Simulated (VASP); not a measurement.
# CdS (Hawleyite) (I-4m2) in VASP: notebook, part 2 of 2

VASP 6.6.1. Earlier steps stand in the parts before.

### 4 Single point, r2SCAN

The input, POSCAR:

```
CdS
1.0
    0.0000000000      2.9359433333      2.8779987720
    2.9359433333      0.0000000000      2.8779987720
    2.9359433333      2.9359433333      0.0000000000
Cd S
1 1
Direct
    0.0000000000      0.0000000000      0.0000000000
    0.2500000000      0.2500000000      0.2500000000
```

The input, INCAR.step1:

```
SYSTEM = CdS
  PREC = Accurate
  ENCUT = 520
  ISMEAR = -1
  SIGMA = 0.02
  LREAL = .False.
  LASPH = .True.
  NELM = 80
  NBANDS = 16
  GGA = PE
  ALGO = Normal
  EDIFF = 1E-4
  LWAVE = .True.
  LCHARG = .False.
```

The input, INCAR.step2:

```
SYSTEM = CdS
  PREC = Accurate
  ENCUT = 520
  EDIFF = 1E-6
  ISMEAR = -1
  SIGMA = 0.02
  LREAL = .False.
  LASPH = .True.
  NELM = 80
  ALGO = Normal
  ISIF = 2
  LWAVE = .False.
  LCHARG = .False.
  METAGGA = R2SCAN
  LMIXTAU = .True.
  NBANDS = 16
  ISTART = 1
```

The input, KPOINTS:

```
Automatic mesh
0
Gamma
  6 6 6
  0 0 0
```

Potentials or basis: VASP PAW PBE potentials, release 64 (Cd, S).

Launch:

```bash
$ cat potpaw_PBE.64/Cd/POTCAR potpaw_PBE.64/S/POTCAR > POTCAR
$ cp INCAR.step1 INCAR
$ mpirun -np 1 vasp_std > vasp.out
$ cp INCAR.step2 INCAR
$ mpirun -np 1 vasp_std > vasp.out
```

OUTCAR:

```text
SYSTEM = CdS
   PREC = Accurate
   ENCUT = 520
   EDIFF = 1E-6
   ISMEAR = -1
   LREAL = .False.
   LASPH = .True.
   NELM = 80
   ISIF = 2
   METAGGA = R2SCAN
   ISTART = 1

 ion  position               nearest neighbor table
   1  0.000  0.000  0.000-   2 2.53   2 2.53   2 2.53   2 2.53
   2  0.250  0.250  0.250-   1 2.53   1 2.53   1 2.53   1 2.53

  LATTYP: Found a body centered tetragonal cell.
 ALAT       =     4.1520508803
 C/A-ratio  =     1.3863022660

  Lattice vectors:

 A1 = (   0.0000000000,  -2.9359433333,  -2.8779987720)
 A2 = (   0.0000000000,   2.9359433333,  -2.8779987720)
 A3 = (   2.9359433333,   0.0000000000,   2.8779987720)

Analysis of symmetry for initial positions (statically):
=====================================================================
 Subroutine PRICEL returns:
 Original cell was already a primitive cell.

 Routine SETGRP: Setting up the symmetry group for a
 body centered tetragonal supercell.

 Subroutine GETGRP returns: Found  8 space group operations
 (whereof  8 operations were pure point group operations)
 out of a pool of 16 trial point group operations.

The static configuration has the point symmetry D_2d.

Analysis of symmetry for dynamics (positions and initial velocities):
=====================================================================
 Subroutine PRICEL returns:
 Original cell was already a primitive cell.

 Routine SETGRP: Setting up the symmetry group for a
 body centered tetragonal supercell.

 Subroutine GETGRP returns: Found  8 space group operations
 (whereof  8 operations were pure point group operations)
 out of a pool of 16 trial point group operations.

The dynamic configuration has the point symmetry D_2d.

 Subroutine INISYM returns: Found  8 space group operations
 (whereof  8 operations are pure point group operations),
 and found     1 'primitive' translations

----------------------------------------------------------------------------------------

                                     Primitive cell

  volume of cell :      49.6153

  direct lattice vectors                    reciprocal lattice vectors
     0.000000000  2.935943333  2.877998772    -0.170303014  0.170303014  0.173731832
     2.935943333  0.000000000  2.877998772     0.170303014 -0.170303014  0.173731832
     2.935943333  2.935943333  0.000000000     0.170303014  0.170303014 -0.173731832

  length of vectors
     4.111282061  4.111282061  4.152050880     0.296966299  0.296966299  0.296966299

  position of ions in fractional coordinates (direct lattice)
     0.000000000  0.000000000  0.000000000
     0.250000000  0.250000000  0.250000000

  ion indices of the primitive-cell ions
   primitive index   ion index
                 1           1
                 2           2

----------------------------------------------------------------------------------------

 KPOINTS: Automatic mesh

Automatic generation of k-mesh.
 Grid dimensions read from file:
 generate k-points for:    6    6    6

 Generating k-lattice:

  Cartesian coordinates                     Fractional coordinates (reciprocal lattice)
    -0.028383836  0.028383836  0.028955305     0.166666667  0.000000000  0.000000000
     0.028383836 -0.028383836  0.028955305     0.000000000  0.166666667  0.000000000
     0.028383836  0.028383836 -0.028955305     0.000000000  0.000000000  0.166666667

  Length of vectors
     0.049494383  0.049494383  0.049494383

  Shift w.r.t. Gamma in fractional coordinates (k-lattice)
     0.000000000  0.000000000  0.000000000

 Subroutine IBZKPT returns following result:
 ===========================================

 Found     30 irreducible k-points:

 Following reciprocal coordinates:
            Coordinates               Weight
  0.000000  0.000000  0.000000      1.000000
  0.166667  0.000000  0.000000      8.000000
  0.333333  0.000000  0.000000      8.000000
  0.500000  0.000000  0.000000      4.000000
  0.166667  0.166667  0.000000      2.000000
  0.333333  0.166667  0.000000      8.000000
[... 16 lines left out ...]
  0.333333  0.000000  0.333333      4.000000
  0.500000  0.000000  0.333333     16.000000
 [... further k-points ...]
   k-points           NKPTS =     30   k-points in BZ     NKDIM =     30   number of bands    NBANDS=     16
   number of dos      NEDOS =    301   number of ions     NIONS =      2
   total plane-waves  NPLWV =  32768
   dimension x,y,z NGX =    32 NGY =   32 NGZ =   32
   dimension x,y,z NGXF=    64 NGYF=   64 NGZF=   64
   ions per type =               1   1
   NGX,Y,Z   is equivalent  to a cutoff of  12.94, 12.94, 12.81 a.u.
   NGXF,Y,Z  is equivalent  to a cutoff of  25.88, 25.88, 25.63 a.u.
 SYSTEM =  CdS
   PREC   = accura    normal or accurate (medium, high low for compatibility)
   ISTART =      1    job   : 0-new  1-cont  2-samecut
   ICHARG =      0    charge: 1-file 2-atom 10-const
   ISPIN  =      1    spin polarized calculation?
   LNONCOLLINEAR =      F non collinear calculations
   LSORBIT =      F    spin-orbit coupling
   LASPH  =      T    aspherical Exc in radial PAW
   ENCUT  =  520.0 eV  38.22 Ry    6.18 a.u.   7.64  7.64  7.72*2*pi/ulx,y,z
   NELM   =     80;   NELMIN=  2; NELMDL=  0     # of ELM steps
   EDIFF  = 0.1E-05   stopping-criterion for ELM
   LREAL  =      F    real-space projection
   EDIFFG = 0.1E-04   stopping-criterion for IOM
   NSW    =      0    number of steps for IOM
   IBRION =     -1    ionic relax: 0-MD 1-quasi-New 2-CG
   NFREE  =      0    steps in history (QN), initial steepest desc. (CG)
   ISIF   =      2    stress and relaxation
   ISYM   =      2    0-nonsym 1-usesym 2-fastsym
   POTIM  = 0.5000    time-step for ionic-motion
   TEBEG  =    0.0;   TEEND  =   0.0 temperature during run
   PSTRESS=    0.0 pullay stress
   NELECT =      18.0000    total number of electrons
   NUPDOWN=      -1.0000    fix difference up-down
   EMIN   =  10.00;   EMAX   =-10.00  energy-range for DOS
   EFERMI =   0.00;   METHOD = LEGACY
   ISMEAR =    -1;   SIGMA  =   0.02  broadening in eV -4-tet -1-fermi 0-gaus
   EFERMI_NEDOS =   21; number of points for ismear=-14 and -15
   IALGO  =     38    algorithm
   IMIX   =      4    mixing-type and parameters
     AMIX     =   0.40;   BMIX     =  1.00
     AMIX_MAG =   1.60;   BMIX_MAG =  1.00
  volume/ion in A,a.u.               =      24.81       167.41
  Fermi-wavevector in a.u.,A,eV,Ry     =   1.167599  2.206442 18.548649  1.363287
  Thomas-Fermi vector in A             =   2.304097
   LORBIT       =      0    0 simple, 1 ext, 2 COOP (PROOUT), +10 PAW based schemes
   METAGGA = R2SCAN    functional components
   LHFCALC =     F    Hartree Fock is set to
   AEXX    =    0.0000 exact exchange contribution
   IVDW    =     0    specifies the selected vdW correction
   LEPSILON=     F    determine dielectric tensor
   LRPA    =     F    only Hartree local field effects (RPA)
 non-spin polarized calculation
  energy-cutoff  :      520.00
  volume of cell :       49.62
 maximum number of plane-waves:      1355
 NGX is ok and might be reduce to    32
   NGX = 15   NGY = 15   NGZ = 15

 number of electron      18.0000005 magnetization

 Free energy of the ion-electron system (eV)
  ---------------------------------------------------
  ext. energy  EPLUGINS =         0.00000000
  ---------------------------------------------------
  free energy    TOTEN  =       -29.67597541 eV

  energy without entropy =      -29.67597541  energy(sigma->0) =      -29.67597541

 E-fermi :   1.4889     XC(G=0):  -9.7338

 val. band max:        1.0905483662   @ k =   0.0000   0.0000   0.0000
 cond. band min:       2.6430420366   @ k =   0.0000   0.0000   0.0000
 fundamental gap:      1.5524936704
 Fermi energy:         1.4889174265

 k-point     1 :       0.0000    0.0000    0.0000
  band No.  band energies     occupation
      1     -11.8234      2.00000
      2      -6.9208      2.00000
      3      -6.9208      2.00000
      4      -6.9088      2.00000
      5      -6.4069      2.00000
      6      -6.3997      2.00000
[... 8 lines left out ...]
     15      12.9981      0.00000
     16      13.2056      0.00000
[... 419 lines left out ...]
 k-point    24 :       0.5000    0.0000    0.3333
  band No.  band energies     occupation
      1     -11.2981      2.00000
      2      -6.6909      2.00000
      3      -6.6052      2.00000
      4      -6.5408      2.00000
      5      -6.3374      2.00000
      6      -5.9777      2.00000
[... 8 lines left out ...]
     15      14.3976      0.00000
     16      15.4426      0.00000

 [... further k-points ...]
[... 5 lines left out ...]
  --------------------------------------------------------------------------------------
  -------------------------------------------------------------------------------------
  Total        0.5261396      0.5261396      0.6222106      0.0000000      0.0000000      0.0000000
  in kB       16.9900896     16.9900896     20.0924094      0.0000000      0.0000000      0.0000000
  external PRESSURE =      18.0241962 kB  Pullay stress =       0.0000000 kB

 VOLUME and BASIS-vectors are now :
 -----------------------------------------------------------------------------
  energy-cutoff  :      520.00
  volume of cell :       49.62
      direct lattice vectors                 reciprocal lattice vectors
     0.000000000  2.935943333  2.877998772    -0.170303014  0.170303014  0.173731832
     2.935943333  0.000000000  2.877998772     0.170303014 -0.170303014  0.173731832
     2.935943333  2.935943333  0.000000000     0.170303014  0.170303014 -0.173731832

 POSITION                                       TOTAL-FORCE (eV/Angst)
 -----------------------------------------------------------------------------------
      0.00000      0.00000      0.00000         0.000000      0.000000      0.000000
      1.46797      1.46797      1.43900        -0.000000     -0.000000     -0.000000
 -----------------------------------------------------------------------------------
    total drift:                               -0.000007     -0.000007     -0.000003

  FREE ENERGIE OF THE ION-ELECTRON SYSTEM (eV)
  ---------------------------------------------------
  free  energy   TOTEN  =       -29.6759754078 eV

  energy  without entropy=      -29.6759754077  energy(sigma->0) =      -29.67597541
```

Run time: 60 s. Hardware: 1 thread of Intel Xeon Platinum 8259CL at 2.50GHz (Skylake/Cascade Lake), shared host; peak memory 0.19 GiB.

What came out:

```
Free energy            : -29.6760 eV
Pressure               : 1.8 GPa
Band gap on the k mesh : 1.55 eV, direct
```

Stress tensor (GPa, compression positive):
```
1.70 0.00 0.00
0.00 1.70 0.00
0.00 0.00 2.01
```

Caveat: the PAW data sets were made with another functional, which shifts forces and pressure a little. r2SCAN opens gaps a little over a GGA but as a rule still falls short of measured ones.

### 5 Summary

```csv
cell,gap on the mesh (eV),pressure (GPa)
"a = 4.154, b = 4.154, c = 4.070 Å, angles 60.7, 60.7, 58.7°, 2 atoms",1.55,1.8
"a = 4.139, b = 4.139, c = 4.097 Å, angles 60.3, 60.3, 59.3°, 2 atoms",1.57,1.8
"a = 4.111, b = 4.111, c = 4.152 Å, angles 59.7, 59.7, 60.7°, 2 atoms",1.55,1.8
```

Alike in all rows: task single point; level r2SCAN; potentials or basis VASP PAW PBE potentials, release 64 (Cd, S); no spin polarisation; k mesh 6 × 6 × 6; cutoff (eV) 520; smearing fermi-dirac 0.02 eV.

Caveats: the PAW data sets were made with another functional, which shifts forces and pressure a little.

Total energies depend on the potentials used, so only differences within one code and one set of settings carry meaning.
